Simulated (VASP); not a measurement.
# InSe (P6_3/mmc) in VASP: relaxation of cell and atoms with PBE+D3(BJ)

Aim: the relaxation of cell and atoms of InSe with PBE+D3(BJ).

All numbers are computed with VASP 6.6.1; they aren't measurements. Logs are shortened: lines on timing, memory, paths and dates and some standing lists are left out, and cuts for length are marked.

## (1) The cell of the first run

It takes space group P6_3/mmc (No. 194, hexagonal). Conventional cell: a = 4.043 Å, b = 4.043 Å, c = 16.760 Å, α = 90.00°, β = 90.00°, γ = 120.00°. In (site symmetry 3m) has 3 Se at 2.66 Å and 1 In at 2.80 Å within 3.5 Å. Within 3.5 Å of Se (site symmetry 3m) lie 3 In at 2.66 Å.

## (2) Relaxation of cell and atoms, PBE+D3(BJ)

Input file INCAR:

```
PREC = Accurate ; ENCUT = 600
EDIFF = 1E-7 ; ISMEAR = 0
SIGMA = 0.02 ; LREAL = F
LASPH = T ; NELM = 80
ALGO = Normal ; ISIF = 3
LWAVE = F ; LCHARG = F
GGA = PE ; IVDW = 12
IBRION = 2 ; NSW = 100
EDIFFG = -0.002 ; KPAR = 4
```

Input file KPOINTS:

```
regular mesh
0
Gamma
  12 12 2
```

Input file POSCAR:

```
InSe
1.0
    4.0433628845      0.0000000000      0.0000000000
   -2.0216814422      3.5016549747      0.0000000000
    0.0000000000      0.0000000000     16.7600381411
In Se
4 4
Direct
    0.3333333333      0.6666666667      0.1665058196
    0.6666666667      0.3333333333      0.6665058196
    0.3333333333      0.6666666667      0.3334941804
    0.6666666667      0.3333333333      0.8334941804
    0.3333333333      0.6666666667      0.5902268192
    0.6666666667      0.3333333333      0.0902268192
    0.3333333333      0.6666666667      0.9097731808
    0.6666666667      0.3333333333      0.4097731808
```

Potentials or basis: VASP PAW PBE potentials, release 64 (In_d, Se).

Command:

```console
cat potpaw_PBE.64/In_d/POTCAR potpaw_PBE.64/Se/POTCAR > POTCAR
mpirun -np 4 vasp_std > vasp.out
```

OUTCAR:

```text
PREC = Accurate
   ENCUT = 600
   EDIFF = 1E-7
   ISMEAR = 0
   LREAL = F
   LASPH = T
   NELM = 80
   ISIF = 3
   GGA = PE
   IVDW = 12
   IBRION = 2
   NSW = 100
   EDIFFG = -0.002
 IVDW          = 12

 ion  position               nearest neighbor table
   1  0.333  0.667  0.167-   6 2.66   6 2.66   6 2.66   3 2.80
   2  0.667  0.333  0.667-   5 2.66   5 2.66   5 2.66   4 2.80
   3  0.333  0.667  0.333-   8 2.66   8 2.66   8 2.66   1 2.80
   4  0.667  0.333  0.833-   7 2.66   7 2.66   7 2.66   2 2.80
   5  0.333  0.667  0.590-   2 2.66   2 2.66   2 2.66
   6  0.667  0.333  0.090-   1 2.66   1 2.66   1 2.66
   7  0.333  0.667  0.910-   4 2.66   4 2.66   4 2.66
   8  0.667  0.333  0.410-   3 2.66   3 2.66   3 2.66

  LATTYP: Found a hexagonal cell.
 ALAT       =     4.0433628845
 C/A-ratio  =     4.1450739446

  Lattice vectors:

 A1 = (   4.0433628845,   0.0000000000,   0.0000000000)
 A2 = (  -2.0216814422,   3.5016549747,   0.0000000000)
 A3 = (   0.0000000000,   0.0000000000,  16.7600381411)

Analysis of symmetry for initial positions (statically):
=====================================================================
 Subroutine PRICEL returns:
 Original cell was already a primitive cell.

 Routine SETGRP: Setting up the symmetry group for a
 hexagonal supercell.

 Subroutine GETGRP returns: Found 24 space group operations
 (whereof 12 operations were pure point group operations)
 out of a pool of 24 trial point group operations.

The static configuration has the point symmetry D_3d.
 The point group associated with its full space group is D_6h.

Analysis of symmetry for dynamics (positions and initial velocities):
=====================================================================
 Subroutine PRICEL returns:
 Original cell was already a primitive cell.

 Routine SETGRP: Setting up the symmetry group for a
 hexagonal supercell.

 Subroutine GETGRP returns: Found 24 space group operations
 (whereof 12 operations were pure point group operations)
 out of a pool of 24 trial point group operations.

The dynamic configuration has the point symmetry D_3d.
 The point group associated with its full space group is D_6h.

 Subroutine INISYM returns: Found 24 space group operations
 (whereof 12 operations are pure point group operations),
 and found     1 'primitive' translations

----------------------------------------------------------------------------------------

                                     Primitive cell

  volume of cell :     237.2964

  direct lattice vectors                    reciprocal lattice vectors
     4.043362884  0.000000000  0.000000000     0.247318885  0.142789625  0.000000000
    -2.021681442  3.501654975  0.000000000     0.000000000  0.285579250  0.000000000
     0.000000000  0.000000000 16.760038141     0.000000000  0.000000000  0.059665735

  length of vectors
     4.043362884  4.043362884 16.760038141     0.285579250  0.285579250  0.059665735

  position of ions in fractional coordinates (direct lattice)
     0.333333333  0.666666667  0.166505820
     0.666666667  0.333333333  0.666505820
     0.333333333  0.666666667  0.333494180
     0.666666667  0.333333333  0.833494180
     0.333333333  0.666666667  0.590226819
     0.666666667  0.333333333  0.090226819
     0.333333333  0.666666667  0.909773181
     0.666666667  0.333333333  0.409773181

  ion indices of the primitive-cell ions
   primitive index   ion index
                 1           1
                 2           2
                 3           3
                 4           4
                 5           5
                 6           6
                 7           7
                 8           8

----------------------------------------------------------------------------------------

 KPOINTS: regular mesh

Automatic generation of k-mesh.
 Grid dimensions read from file:
 generate k-points for:   12   12    2

 Generating k-lattice:

  Cartesian coordinates                     Fractional coordinates (reciprocal lattice)
     0.020609907  0.011899135  0.000000000     0.083333333  0.000000000  0.000000000
     0.000000000  0.023798271  0.000000000     0.000000000  0.083333333  0.000000000
     0.000000000  0.000000000  0.029832868     0.000000000  0.000000000  0.500000000

  Length of vectors
     0.023798271  0.023798271  0.029832868

  Shift w.r.t. Gamma in fractional coordinates (k-lattice)
     0.000000000  0.000000000  0.000000000

 Subroutine IBZKPT returns following result:
 ===========================================

 Found     38 irreducible k-points:

 Following reciprocal coordinates:
            Coordinates               Weight
  0.000000  0.000000  0.000000      1.000000
  0.083333  0.000000  0.000000      6.000000
  0.166667  0.000000  0.000000      6.000000
  0.250000  0.000000  0.000000      6.000000
  0.333333  0.000000  0.000000      6.000000
  0.416667  0.000000  0.000000      6.000000
[... 16 lines left out ...]
  0.250000  0.000000  0.500000      6.000000
  0.333333  0.000000  0.500000      6.000000
 [... further k-points ...]
   k-points           NKPTS =     38   k-points in BZ     NKDIM =     38   number of bands    NBANDS=     45
   number of dos      NEDOS =    301   number of ions     NIONS =      8
   total plane-waves  NPLWV = 143360
   dimension x,y,z NGX =    32 NGY =   32 NGZ =  140
   dimension x,y,z NGXF=    64 NGYF=   64 NGZF=  280
   ions per type =               4   4
   NGX,Y,Z   is equivalent  to a cutoff of  13.16, 13.16, 13.89 a.u.
   NGXF,Y,Z  is equivalent  to a cutoff of  26.31, 26.31, 27.77 a.u.
 SYSTEM =  unknown system
   PREC   = accura    normal or accurate (medium, high low for compatibility)
   ISTART =      0    job   : 0-new  1-cont  2-samecut
   ICHARG =      2    charge: 1-file 2-atom 10-const
   ISPIN  =      1    spin polarized calculation?
   LNONCOLLINEAR =      F non collinear calculations
   LSORBIT =      F    spin-orbit coupling
   LASPH  =      T    aspherical Exc in radial PAW
   ENCUT  =  600.0 eV  44.10 Ry    6.64 a.u.   8.08  8.08 33.47*2*pi/ulx,y,z
   NELM   =     80;   NELMIN=  2; NELMDL= -5     # of ELM steps
   EDIFF  = 0.1E-06   stopping-criterion for ELM
   LREAL  =      F    real-space projection
   EDIFFG = -.2E-02   stopping-criterion for IOM
   NSW    =    100    number of steps for IOM
   IBRION =      2    ionic relax: 0-MD 1-quasi-New 2-CG
   NFREE  =      1    steps in history (QN), initial steepest desc. (CG)
   ISIF   =      3    stress and relaxation
   ISYM   =      2    0-nonsym 1-usesym 2-fastsym
   POTIM  = 0.5000    time-step for ionic-motion
   TEBEG  =    0.0;   TEEND  =   0.0 temperature during run
   PSTRESS=    0.0 pullay stress
   NELECT =      76.0000    total number of electrons
   NUPDOWN=      -1.0000    fix difference up-down
   EMIN   =  10.00;   EMAX   =-10.00  energy-range for DOS
   EFERMI =   0.00;   METHOD = LEGACY
   ISMEAR =     0;   SIGMA  =   0.02  broadening in eV -4-tet -1-fermi 0-gaus
   EFERMI_NEDOS =   21; number of points for ismear=-14 and -15
   IALGO  =     38    algorithm
   IMIX   =      4    mixing-type and parameters
     AMIX     =   0.40;   BMIX     =  1.00
     AMIX_MAG =   1.60;   BMIX_MAG =  1.00
  volume/ion in A,a.u.               =      29.66       200.17
  Fermi-wavevector in a.u.,A,eV,Ry     =   1.120080  2.116644 17.069583  1.254579
  Thomas-Fermi vector in A             =   2.256724
   LORBIT       =      0    0 simple, 1 ext, 2 COOP (PROOUT), +10 PAW based schemes
   GGA     = PE    functional components
   LHFCALC =     F    Hartree Fock is set to
   AEXX    =    0.0000 exact exchange contribution
   IVDW    =    12    specifies the selected vdW correction
   LEPSILON=     F    determine dielectric tensor
   LRPA    =     F    only Hartree local field effects (RPA)
 conjugate gradient relaxation of ions
 non-spin polarized calculation
 Gauss-broadening in eV      SIGMA  =   0.02
  energy-cutoff  :      600.00
  volume of cell :      237.30
 maximum number of plane-waves:      7952
   NGX = 17   NGY = 17   NGZ = 67

--------------------------------------- Ionic step        1  -------------------------------------------

 number of electron      76.0000009 magnetization

 Free energy of the ion-electron system (eV)
  ---------------------------------------------------
  ext. energy  EPLUGINS =         0.00000000
  ---------------------------------------------------
  free energy    TOTEN  =       -28.33435357 eV

  energy without entropy =      -28.33435357  energy(sigma->0) =      -28.33435357

------------------------ aborting loop because EDIFF is reached ----------------------------------------

 Edisp (eV)   -2.35996

 E8    (eV) :    -1.0813

  FORCE on cell =-STRESS in cart. coord.  units (eV):
  Direction    XX          YY          ZZ          XY          YZ          ZX
  --------------------------------------------------------------------------------------
  -------------------------------------------------------------------------------------
  Total      -0.17655    -0.17655    -0.01273    -0.00000     0.00000     0.00000
  in kB      -1.19205    -1.19205    -0.08594    -0.00000     0.00000     0.00000
  external pressure =       -0.82 kB  Pullay stress =        0.00 kB
[... 303 lines left out ...]
  energy  without entropy=      -30.6954858891  energy(sigma->0) =      -30.69548589

--------------------------------------- Ionic step        8  -------------------------------------------

 number of electron      76.0000012 magnetization

 Free energy of the ion-electron system (eV)
  ---------------------------------------------------
  ext. energy  EPLUGINS =         0.00000000
  ---------------------------------------------------
  free energy    TOTEN  =       -28.32465371 eV

  energy without entropy =      -28.32465371  energy(sigma->0) =      -28.32465371

 E-fermi :   4.0803     XC(G=0):  -8.8682

 val. band max:        3.9944861692   @ k =   0.0000   0.0000   0.0000
 cond. band min:       4.3581174498   @ k =   0.0000   0.0000   0.0000
 fundamental gap:      0.3636312806
 Fermi energy:         4.0803425268

 k-point     1 :       0.0000    0.0000    0.0000
  band No.  band energies     occupation
      1     -10.7852      2.00000
      2     -10.7844      2.00000
      3     -10.5999      2.00000
      4     -10.5999      2.00000
      5     -10.5995      2.00000
      6     -10.5995      2.00000
[... 1141 lines left out ...]
     44       7.8853      0.00000
     45       8.0815      0.00000

 [... further k-points ...]

------------------------ aborting loop because EDIFF is reached ----------------------------------------

 Edisp (eV)   -2.37083

 E8    (eV) :    -1.0863

  FORCE on cell =-STRESS in cart. coord.  units (eV):
  Direction    XX          YY          ZZ          XY          YZ          ZX
  --------------------------------------------------------------------------------------
  -------------------------------------------------------------------------------------
  Total       0.00701     0.00701    -0.00377     0.00000     0.00000     0.00000
  in kB       0.04750     0.04750    -0.02557     0.00000     0.00000     0.00000
  external pressure =        0.02 kB  Pullay stress =        0.00 kB
[... 23 lines left out ...]
  FREE ENERGIE OF THE ION-ELECTRON SYSTEM (eV)
  ---------------------------------------------------
  free  energy   TOTEN  =       -30.6954877130 eV

  energy  without entropy=      -30.6954877130  energy(sigma->0) =      -30.69548771

 reached required accuracy - stopping structural energy minimisation
```

Wall time 20 min (4 MPI ranks of Oxide Virtual Turin-like, shared host); peak memory 0.66 GiB.

Results:

```
Free energy                           : -30.6955 eV
Relaxed volume                        : 29.54 Å³/atom
Relaxed cell                          : a = 4.032 Å, b = 4.032 Å, c = 16.782 Å, α = 90.00°, β = 90.00°, γ = 120.00°
Space group after relaxing (to 0.1 Å) : P6_3/mmc (No. 194)
Energy gained by relaxing             : 0.1 meV/atom
Ionic steps                           : 8
Pressure after relaxing               : 0.0 GPa
Band gap on the k mesh                : 0.36 eV
Dispersion energy per atom            : -0.296 eV
```

Step by step:
```tsv
step	energy change (eV)	largest force (eV/Å)	pressure (GPa)	volume (Å³)
1	0.0000	0.0468	-0.08	237.30
2	-0.0007	0.0219	-0.02	236.77
3	-0.0010	0.0163	0.02	236.41
4	-0.0010	0.0135	0.04	236.23
5	-0.0012	0.0069	0.00	236.33
6	-0.0012	0.0065	-0.01	236.34
7	-0.0012	0.0035	0.01	236.27
8	-0.0012	0.0017	0.00	236.29
```

Final structure:
```
CELL_PARAMETERS angstrom
4.03216 0.00000 0.00000
-2.01608 3.49195 0.00000
0.00000 0.00000 16.78214
ATOMIC_POSITIONS crystal
In 0.33333 0.66667 0.16678
In 0.66667 0.33333 0.66678
In 0.33333 0.66667 0.33322
In 0.66667 0.33333 0.83322
Se 0.33333 0.66667 0.58996
Se 0.66667 0.33333 0.08996
Se 0.33333 0.66667 0.91004
Se 0.66667 0.33333 0.41004
```

Caveat: spin-orbit coupling is left out, which moves the levels of the heavy elements.
